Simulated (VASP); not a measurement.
# LaB6 (Pm-3m) in VASP: a series of runs

Runs on LaB6. Level: r2SCAN. Tasks: single point.

Everything below comes from runs of VASP 6.6.1. Logs are shortened: lines on timing, memory, paths and dates and some standing lists are left out, and cuts for length are marked.

**1. The cell of the first run**

The structure is cubic, space group Pm-3m (No. 221). The conventional cell has a = 4.152 Å, b = 4.152 Å, c = 4.152 Å, α = 90.00°, β = 90.00°, γ = 90.00°. Within 4.0 Å of La (site symmetry m-3m) lie 24 B at 3.05 Å. B (site symmetry 4mm) has 5 B at 1.66 to 1.76 Å within 2.2 Å.

**2. Single point, r2SCAN**

Input file POSCAR:

```
LaB6
1.0
    4.1523441329      0.0000000000      0.0000000000
    0.0000000000      4.1523441329      0.0000000000
    0.0000000000      0.0000000000      4.1523441329
La B
1 6
Direct
    0.0000000000      0.0000000000      0.0000000000
    0.2000751123      0.5000000000      0.5000000000
    0.7999248877      0.5000000000      0.5000000000
    0.5000000000      0.5000000000      0.2000751123
    0.5000000000      0.5000000000      0.7999248877
    0.5000000000      0.2000751123      0.5000000000
    0.5000000000      0.7999248877      0.5000000000
```

Input file INCAR.step1:

```
ALGO = Normal
EDIFF = 1E-4
ENCUT = 520
GGA = PE
ISMEAR = 1
LASPH = T
LCHARG = F
LREAL = F
LWAVE = T
NBANDS = 24
NELM = 100
PREC = Accurate
SIGMA = 0.01
```

Input file INCAR.step2:

```
ALGO = Normal
EDIFF = 1E-6
ENCUT = 520
ISIF = 2
ISMEAR = 1
ISTART = 1
LASPH = T
LCHARG = F
LMIXTAU = T
LREAL = F
LWAVE = F
METAGGA = R2SCAN
NBANDS = 24
NELM = 100
PREC = Accurate
SIGMA = 0.01
```

Input file KPOINTS:

```
k-points
0
Gamma
  8 8 8
```

Potentials or basis: VASP PAW PBE potentials, release 64 (La, B).

The run is started by

```bash
$ cat potpaw_PBE.64/La/POTCAR potpaw_PBE.64/B/POTCAR > POTCAR
$ cp INCAR.step1 INCAR
$ mpirun -np 1 vasp_std > vasp.out
$ cp INCAR.step2 INCAR
$ mpirun -np 1 vasp_std > vasp.out
```

OUTCAR:

```text
EDIFF = 1E-6
   ENCUT = 520
   ISIF = 2
   ISMEAR = 1
   ISTART = 1
   LASPH = T
   LREAL = F
   METAGGA = R2SCAN
   NELM = 100
   PREC = Accurate

 ion  position               nearest neighbor table
   1  0.000  0.000  0.000-
   2  0.200  0.500  0.500-   3 1.66   4 1.76   5 1.76   6 1.76   7 1.76
   3  0.800  0.500  0.500-   2 1.66   4 1.76   5 1.76   6 1.76   7 1.76
   4  0.500  0.500  0.200-   5 1.66   3 1.76   2 1.76   6 1.76   7 1.76
   5  0.500  0.500  0.800-   4 1.66   3 1.76   2 1.76   6 1.76   7 1.76
   6  0.500  0.200  0.500-   7 1.66   3 1.76   4 1.76   5 1.76   2 1.76
   7  0.500  0.800  0.500-   6 1.66   3 1.76   4 1.76   5 1.76   2 1.76

  LATTYP: Found a simple cubic cell.
 ALAT       =     4.1523441329

  Lattice vectors:

 A1 = (   4.1523441329,   0.0000000000,   0.0000000000)
 A2 = (   0.0000000000,   4.1523441329,   0.0000000000)
 A3 = (   0.0000000000,   0.0000000000,   4.1523441329)

Analysis of symmetry for initial positions (statically):
=====================================================================
 Subroutine PRICEL returns:
 Original cell was already a primitive cell.

 Routine SETGRP: Setting up the symmetry group for a
 simple cubic supercell.

 Subroutine GETGRP returns: Found 48 space group operations
[... 9 lines left out ...]

 Routine SETGRP: Setting up the symmetry group for a
 simple cubic supercell.

 Subroutine GETGRP returns: Found 48 space group operations
[... 11 lines left out ...]
                                     Primitive cell

  volume of cell :      71.5946

  direct lattice vectors                    reciprocal lattice vectors
     4.152344133  0.000000000  0.000000000     0.240827824  0.000000000  0.000000000
     0.000000000  4.152344133  0.000000000     0.000000000  0.240827824  0.000000000
     0.000000000  0.000000000  4.152344133     0.000000000  0.000000000  0.240827824

  length of vectors
     4.152344133  4.152344133  4.152344133     0.240827824  0.240827824  0.240827824

  position of ions in fractional coordinates (direct lattice)
     0.000000000  0.000000000  0.000000000
     0.200075112  0.500000000  0.500000000
     0.799924888  0.500000000  0.500000000
     0.500000000  0.500000000  0.200075112
     0.500000000  0.500000000  0.799924888
     0.500000000  0.200075112  0.500000000
     0.500000000  0.799924888  0.500000000

  ion indices of the primitive-cell ions
   primitive index   ion index
                 1           1
                 2           2
                 3           3
                 4           4
                 5           5
                 6           6
                 7           7

----------------------------------------------------------------------------------------

 KPOINTS: k-points

Automatic generation of k-mesh.
 Grid dimensions read from file:
 generate k-points for:    8    8    8

 Generating k-lattice:

  Cartesian coordinates                     Fractional coordinates (reciprocal lattice)
     0.030103478  0.000000000  0.000000000     0.125000000  0.000000000  0.000000000
     0.000000000  0.030103478  0.000000000     0.000000000  0.125000000  0.000000000
     0.000000000  0.000000000  0.030103478     0.000000000  0.000000000  0.125000000

  Length of vectors
     0.030103478  0.030103478  0.030103478

  Shift w.r.t. Gamma in fractional coordinates (k-lattice)
     0.000000000  0.000000000  0.000000000

 Subroutine IBZKPT returns following result:
 ===========================================

 Found     35 irreducible k-points:

 Following reciprocal coordinates:
            Coordinates               Weight
  0.000000  0.000000  0.000000      1.000000
  0.125000  0.000000  0.000000      6.000000
  0.250000  0.000000  0.000000      6.000000
  0.375000  0.000000  0.000000      6.000000
  0.500000  0.000000  0.000000      3.000000
  0.125000  0.125000  0.000000     12.000000
[... 16 lines left out ...]
  0.375000  0.375000  0.125000     24.000000
  0.500000  0.375000  0.125000     24.000000
 [... further k-points ...]
   k-points           NKPTS =     35   k-points in BZ     NKDIM =     35   number of bands    NBANDS=     24
   number of dos      NEDOS =    301   number of ions     NIONS =      7
   total plane-waves  NPLWV =  32768
   dimension x,y,z NGX =    32 NGY =   32 NGZ =   32
   dimension x,y,z NGXF=    64 NGYF=   64 NGZF=   64
   ions per type =               1   6
   NGX,Y,Z   is equivalent  to a cutoff of  12.81, 12.81, 12.81 a.u.
   NGXF,Y,Z  is equivalent  to a cutoff of  25.62, 25.62, 25.62 a.u.
 SYSTEM =  unknown system
   PREC   = accura    normal or accurate (medium, high low for compatibility)
   ISTART =      1    job   : 0-new  1-cont  2-samecut
   ICHARG =      0    charge: 1-file 2-atom 10-const
   ISPIN  =      1    spin polarized calculation?
   LNONCOLLINEAR =      F non collinear calculations
   LSORBIT =      F    spin-orbit coupling
   LASPH  =      T    aspherical Exc in radial PAW
[... 66 lines left out ...]
[... 16 lines left out ...]
     23      11.0073      0.00000
     24      12.1362      0.00000

 k-point     2 :       0.1250    0.0000    0.0000
  band No.  band energies     occupation
      1     -25.6343      2.00000
      2      -9.1180      2.00000
      3      -8.9240      2.00000
      4      -8.9240      2.00000
      5      -7.6550      2.00000
      6      -0.5845      2.00000
[... 16 lines left out ...]
     23      11.1076      0.00000
     24      12.0824      0.00000

 k-point     3 :       0.2500    0.0000    0.0000
  band No.  band energies     occupation
      1     -25.6253      2.00000
      2      -9.4373      2.00000
      3      -8.8945      2.00000
      4      -8.8945      2.00000
      5      -7.2864      2.00000
      6      -1.6136      2.00000
[... 16 lines left out ...]
     23      11.4724      0.00000
     24      11.5487      0.00000

 k-point     4 :       0.3750    0.0000    0.0000
  band No.  band energies     occupation
      1     -25.6163      2.00000
      2      -9.6838      2.00000
      3      -8.8646      2.00000
      4      -8.8646      2.00000
      5      -6.9588      2.00000
      6      -2.3451      2.00000
[... 16 lines left out ...]
     23      11.1635      0.00000
     24      11.1635      0.00000

 k-point     5 :       0.5000    0.0000    0.0000
  band No.  band energies     occupation
      1     -25.6126      2.00000
      2      -9.7741      2.00000
      3      -8.8520      2.00000
      4      -8.8520      2.00000
      5      -6.8224      2.00000
      6      -2.6185      2.00000
[... 16 lines left out ...]
     23      11.1759      0.00000
     24      11.3097      0.00000

 k-point     6 :       0.1250    0.1250    0.0000
  band No.  band energies     occupation
      1     -25.6306      2.00000
      2      -9.1697      2.00000
      3      -9.0016      2.00000
      4      -8.9123      2.00000
      5      -7.5120      2.00000
      6      -0.7441      2.00000
[... 16 lines left out ...]
     23      11.1888      0.00000
     24      12.1631      0.00000
[... 379 lines left out ...]
 k-point    21 :       0.3750    0.2500    0.1250
  band No.  band energies     occupation
      1     -25.6007      2.00000
      2      -9.4872      2.00000
      3      -9.1344      2.00000
      4      -8.9050      2.00000
      5      -7.0429      2.00000
      6      -1.8186      2.00000
[... 16 lines left out ...]
     23      11.5976      0.00000
     24      12.0458      0.00000

 k-point    22 :       0.5000    0.2500    0.1250
  band No.  band energies     occupation
      1     -25.5970      2.00000
      2      -9.5518      2.00000
      3      -9.1072      2.00000
      4      -8.8902      2.00000
      5      -7.0252      2.00000
      6      -1.9969      2.00000
[... 16 lines left out ...]
     23      11.5608      0.00000
     24      12.4861      0.00000

 k-point    23 :       0.3750    0.3750    0.1250
  band No.  band energies     occupation
      1     -25.5921      2.00000
      2      -9.3887      2.00000
      3      -9.2845      2.00000
      4      -8.8750      2.00000
      5      -7.1199      2.00000
      6      -1.5994      2.00000
[... 16 lines left out ...]
     23      11.7208      0.00000
     24      12.2774      0.00000

 k-point    24 :       0.5000    0.3750    0.1250
  band No.  band energies     occupation
      1     -25.5885      2.00000
      2      -9.4096      2.00000
      3      -9.2765      2.00000
      4      -8.8622      2.00000
      5      -7.1601      2.00000
      6      -1.6436      2.00000
[... 16 lines left out ...]
     23      11.9647      0.00000
     24      12.2905      0.00000

 [... further k-points ...]

------------------------ aborting loop because EDIFF is reached ----------------------------------------

  FORCE on cell =-STRESS in cart. coord.  units (eV):
  Direction    XX          YY          ZZ          XY          YZ          ZX
  --------------------------------------------------------------------------------------
  -------------------------------------------------------------------------------------
  Total       -0.0067633     -0.0067633     -0.0067633     -0.0000000     -0.0000000     -0.0000000
  in kB       -0.1513521     -0.1513521     -0.1513521     -0.0000000     -0.0000000     -0.0000000
  external PRESSURE =      -0.1513521 kB  Pullay stress =       0.0000000 kB

 VOLUME and BASIS-vectors are now :
 -----------------------------------------------------------------------------
  energy-cutoff  :      520.00
  volume of cell :       71.59
      direct lattice vectors                 reciprocal lattice vectors
     4.152344133  0.000000000  0.000000000     0.240827824  0.000000000  0.000000000
     0.000000000  4.152344133  0.000000000     0.000000000  0.240827824  0.000000000
     0.000000000  0.000000000  4.152344133     0.000000000  0.000000000  0.240827824

 POSITION                                       TOTAL-FORCE (eV/Angst)
 -----------------------------------------------------------------------------------
      0.00000      0.00000      0.00000         0.000000      0.000000     -0.000000
      0.83078      2.07617      2.07617        -0.025841      0.000000     -0.000000
      3.32156      2.07617      2.07617         0.025841      0.000000      0.000000
      2.07617      2.07617      0.83078         0.000000      0.000000     -0.025841
      2.07617      2.07617      3.32156         0.000000      0.000000      0.025841
      2.07617      0.83078      2.07617         0.000000     -0.025841      0.000000
      2.07617      3.32156      2.07617         0.000000      0.025841     -0.000000
 -----------------------------------------------------------------------------------
    total drift:                               -0.000000      0.000000     -0.000000

  FREE ENERGIE OF THE ION-ELECTRON SYSTEM (eV)
  ---------------------------------------------------
  free  energy   TOTEN  =       -78.2210117016 eV

  energy  without entropy=      -78.2209475637  energy(sigma->0) =      -78.22099032
```

Run time: 2.6 min. Hardware: 1 thread of Intel Xeon 6975P-C, shared host; peak memory 0.23 GiB.

What came out:

```
Free energy   : -78.2210 eV
Pressure      : 0.0 GPa
Largest force : 0.026 eV/Å
```

Forces in eV/Å, atoms in the order of the input:
```
La   0.000  0.000  0.000
B   -0.026  0.000  0.000
B    0.026  0.000  0.000
B    0.000  0.000 -0.026
B    0.000  0.000  0.026
B    0.000 -0.026  0.000
B    0.000  0.026  0.000
```

Levels at points of the mesh, in eV from the Fermi level:
| k point | band 10 | band 11 | band 12 | band 13 | band 14 | band 15 | band 16 | band 17 | band 18 | band 19 |
| --- | --- | --- | --- | --- | --- | --- | --- | --- | --- | --- |
| (0.00, 0.00, 0.00) | -7.50 | -7.50 | -1.99 | -1.99 | -1.99 | 0.27 | 0.27 | 0.27 | 1.65 | 1.65 |
| (0.50, 0.00, 0.00) | -7.00 | -3.72 | -3.72 | -3.40 | -2.52 | -1.59 | 1.66 | 1.66 | 1.70 | 2.18 |
| (0.50, 0.50, 0.00) | -6.49 | -4.72 | -4.72 | -3.07 | -3.07 | 1.19 | 1.19 | 2.21 | 2.23 | 2.23 |
| (0.50, 0.50, 0.50) | -5.06 | -5.06 | -2.55 | -2.55 | -2.55 | 1.67 | 2.00 | 2.00 | 2.00 | 2.03 |

Caveat: the PAW data sets were made with another functional, which shifts forces and pressure a little; spin-orbit coupling is left out, which moves the levels of the heavy elements.

**3. Single point, r2SCAN**

POSCAR is that of step 2.

Input file INCAR.step1:

```
SYSTEM = LaB6
ALGO = Normal
EDIFF = 1E-4
ENCUT = 520
GGA = PE
ISMEAR = 0
LASPH = .TRUE.
LCHARG = .FALSE.
LREAL = .FALSE.
LWAVE = .TRUE.
NBANDS = 24
NELM = 60
PREC = Accurate
SIGMA = 0.05
```

Input file INCAR.step2:

```
SYSTEM = LaB6
ALGO = Normal
EDIFF = 1E-6
ENCUT = 520
ISIF = 2
ISMEAR = 0
ISTART = 1
LASPH = .TRUE.
LCHARG = .TRUE.
LELF = .TRUE.
LMIXTAU = .TRUE.
LREAL = .FALSE.
LVHAR = .TRUE.
LWAVE = .FALSE.
METAGGA = R2SCAN
NBANDS = 24
NELM = 60
PREC = Accurate
SIGMA = 0.05
```

Input file KPOINTS:

```
k-points
0
G
  8 8 8
  0 0 0
```

Potentials or basis: VASP PAW PBE potentials, release 64 (La, B).

The run is started by

```bash
$ cat potpaw_PBE.64/La/POTCAR potpaw_PBE.64/B/POTCAR > POTCAR
$ cp INCAR.step1 INCAR
$ mpirun -np 1 vasp_std > vasp.out
$ cp INCAR.step2 INCAR
$ mpirun -np 1 vasp_std > vasp.out
```

Run time: 2.7 min. Hardware: 1 thread of Intel Xeon 6975P-C, shared host; peak memory 0.23 GiB.

Results (log left out):

* Free energy: -78.2218 eV
* Pressure: 0.0 GPa
* Largest force: 0.027 eV/Å

Forces on the atoms (eV/Å):
```
La   0.000  0.000  0.000
B   -0.027  0.000  0.000
B    0.027  0.000  0.000
B    0.000  0.000 -0.027
B    0.000  0.000  0.027
B    0.000 -0.027  0.000
B    0.000  0.027  0.000
```

Levels at points of the mesh, in eV from the Fermi level:
```
           k point  band 10  band 11  band 12  band 13  band 14  band 15  band 16  band 17  band 18  band 19
(0.00, 0.00, 0.00)    -7.49    -7.49    -1.98    -1.98    -1.98     0.28     0.28     0.28     1.66     1.66
(0.50, 0.00, 0.00)    -7.00    -3.71    -3.71    -3.39    -2.51    -1.58     1.67     1.67     1.70     2.18
(0.50, 0.50, 0.00)    -6.48    -4.71    -4.71    -3.07    -3.07     1.19     1.19     2.21     2.24     2.24
(0.50, 0.50, 0.50)    -5.05    -5.05    -2.54    -2.54    -2.54     1.67     2.01     2.01     2.01     2.03
```

Caveat: the PAW data sets were made with another functional, which shifts forces and pressure a little; spin-orbit coupling is left out, which moves the levels of the heavy elements.

**4. Single point, r2SCAN (volume scaled by 1.020)**

Input file POSCAR:

```
LaB6
1.0
    4.1798439021      0.0000000000      0.0000000000
    0.0000000000      4.1798439021      0.0000000000
    0.0000000000      0.0000000000      4.1798439021
La B
1 6
Direct
    0.0000000000      0.0000000000      0.0000000000
    0.2003444758      0.5000000000      0.5000000000
    0.7996555242      0.5000000000      0.5000000000
    0.5000000000      0.5000000000      0.2003444758
    0.5000000000      0.5000000000      0.7996555242
    0.5000000000      0.2003444758      0.5000000000
    0.5000000000      0.7996555242      0.5000000000
```

Input file INCAR.step1:

```
SYSTEM = LaB6
  PREC = Accurate
  ENCUT = 520
  ISMEAR = 0
  SIGMA = 0.05
  LREAL = .False.
  LASPH = .True.
  NELM = 100
  NBANDS = 24
  GGA = PE
  ALGO = Normal
  EDIFF = 1E-4
  LWAVE = .True.
  LCHARG = .False.
```

Input file INCAR.step2:

```
SYSTEM = LaB6
  PREC = Accurate
  ENCUT = 520
  EDIFF = 1E-7
  ISMEAR = 0
  SIGMA = 0.05
  LREAL = .False.
  LASPH = .True.
  NELM = 100
  ALGO = Normal
  ISIF = 2
  LWAVE = .False.
  LCHARG = .False.
  METAGGA = R2SCAN
  LMIXTAU = .True.
  NBANDS = 24
  ISTART = 1
```

Input file KPOINTS:

```
regular mesh
0
Gamma
  8 8 8
  0 0 0
```

The run is started by

```bash
$ cat potpaw_PBE.64/La/POTCAR potpaw_PBE.64/B/POTCAR > POTCAR
$ cp INCAR.step1 INCAR
$ mpirun -np 1 vasp_std > vasp.out
$ cp INCAR.step2 INCAR
$ mpirun -np 1 vasp_std > vasp.out
```

Run time: 3.2 min. Hardware: 1 thread of Intel Xeon 6975P-C, shared host; peak memory 0.23 GiB.

It converged, with:

| Quantity | Value |
| --- | --- |
| Free energy | -78.2068 eV |
| Pressure | -3.5 GPa |
| Largest force | 0.020 eV/Å |

Forces in eV/Å, atoms in the order of the input:
```
La   0.000  0.000  0.000
B   -0.020  0.000  0.000
B    0.020  0.000  0.000
B    0.000  0.000 -0.020
B    0.000  0.000  0.020
B    0.000 -0.020  0.000
B    0.000  0.020  0.000
```

Levels at points of the mesh, in eV from the Fermi level:
```
           k point  band 12  band 13  band 14  band 15  band 16  band 17
(0.00, 0.00, 0.00)    -1.98    -1.98    -1.98     0.28     0.28     0.28
(0.50, 0.00, 0.00)    -3.69    -3.37    -2.47    -1.59     1.61     1.61
(0.50, 0.50, 0.00)    -4.65    -3.05    -3.05     1.15     1.15     2.12
(0.50, 0.50, 0.50)    -2.54    -2.54    -2.54     1.61     1.93     1.93
```

Caveat: the PAW data sets were made with another functional, which shifts forces and pressure a little; spin-orbit coupling is left out, which moves the levels of the heavy elements.

**5. Overview**

```tsv
cell	smearing	gap on the mesh (eV)	pressure (GPa)	largest force (eV/Å)
a = 4.152 Å, 7 atoms	methfessel-paxton 0.01 eV	none	0.0	0.03
a = 4.152 Å, 7 atoms	gaussian 0.05 eV	none	0.0	0.03
a = 4.180 Å, 7 atoms	gaussian 0.05 eV	none	-3.5	0.02
```

Alike in all rows: task single point; level r2SCAN; potentials or basis VASP PAW PBE potentials, release 64 (La, B); no spin polarisation; k mesh 8 × 8 × 8; cutoff (eV) 520.

Caveats: the PAW data sets were made with another functional, which shifts forces and pressure a little; spin-orbit coupling is left out, which moves the levels of the heavy elements.

Total energies depend on the potentials used, so only differences within one code and one set of settings carry meaning.
